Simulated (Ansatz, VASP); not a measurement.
## One calculation of Mg, two programs

The input POSCAR:

```
Mg
1.0
   -1.8051745180      1.8051745180      1.7262079302
    1.8051745180     -1.8051745180      1.7262079302
    1.8051745180      1.8051745180     -1.7262079302
Mg
1
Direct
    0.0000000000      0.0000000000      0.0000000000
```

The input INCAR.step1:

```
SYSTEM = Mg
  ALGO = Normal
  EDIFF = 1E-4
  ENCUT = 600
  GGA = PE
  ISMEAR = 0
  LASPH = .TRUE.
  LCHARG = .FALSE.
  LREAL = .FALSE.
  LWAVE = .TRUE.
  NELM = 80
  PREC = Accurate
  SIGMA = 0.1
```

The input INCAR.step2:

```
SYSTEM = Mg
  ALGO = Normal
  EDIFF = 1E-6
  EDIFFG = -0.01
  ENCUT = 600
  IBRION = 2
  ISIF = 3
  ISMEAR = 0
  ISTART = 1
  LASPH = .TRUE.
  LCHARG = .FALSE.
  LMIXTAU = .TRUE.
  LREAL = .FALSE.
  LWAVE = .FALSE.
  METAGGA = R2SCAN
  NELM = 80
  NSW = 80
  PREC = Accurate
  SIGMA = 0.1
```

KPOINTS

```
k-points
0
G
  16 16 16
  0 0 0
```

Input for Ansatz:

```yaml
crystal:
  lattice:
    - [-1.805174518, 1.805174518, 1.7262079302]
    - [1.805174518, -1.805174518, 1.7262079302]
    - [1.805174518, 1.805174518, -1.7262079302]
  atoms:
    - { symbol: Mg, position: [0.0, 0.0, 0.0] }
basis:
  ecutwfc: 500
kpoints:
  mp_grid: { grid: [16, 16, 16] }
hamiltonian:
  xc: r2scan
scf:
  occupations: { method: gaussian, width: 0.1 }
output:
  forces: true
  stress: true
  eigenvalues: true
relax:
  adjacent_minimum: "off"
  f_tol: 0.01
  max_steps: 60
  cell: { stress_tol: 0.1 }
```

Alike in both runs: task relaxation of cell and atoms; functional r2SCAN; k mesh 16 × 16 × 16; occupations gaussian, width 0.1 eV; no spin polarisation.

|  | VASP | Ansatz |
| --- | --- | --- |
| version | VASP 6.6.1 | Ansatz 0.2.0 |
| potentials or method | VASP PAW PBE potentials, release 64 (Mg), cutoff 600 eV | scalar-relativistic, plane waves, PAW |
| valence electrons in the cell | 2 | 10 |

|  | VASP | Ansatz | Ansatz less VASP |
| --- | --- | --- | --- |
| gap on the k mesh at the Fermi level, each at its own relaxed structure (eV) | none | none | - |
| relaxed volume (Å³/atom) | 22.37 | 22.56 | +0.184 |
| relaxed length of the cell vector where the two differ most in proportion (Å) | 3.076 | 3.086 | +0.0098 |

VASP's potentials were made for PBE, not for r2SCAN. A gap of «none» marks a metal or a gap that the smearing closes. VASP's potentials hold 2 valence electrons a cell and Ansatz's 10, so a difference there can come from the potentials and not from the codes.
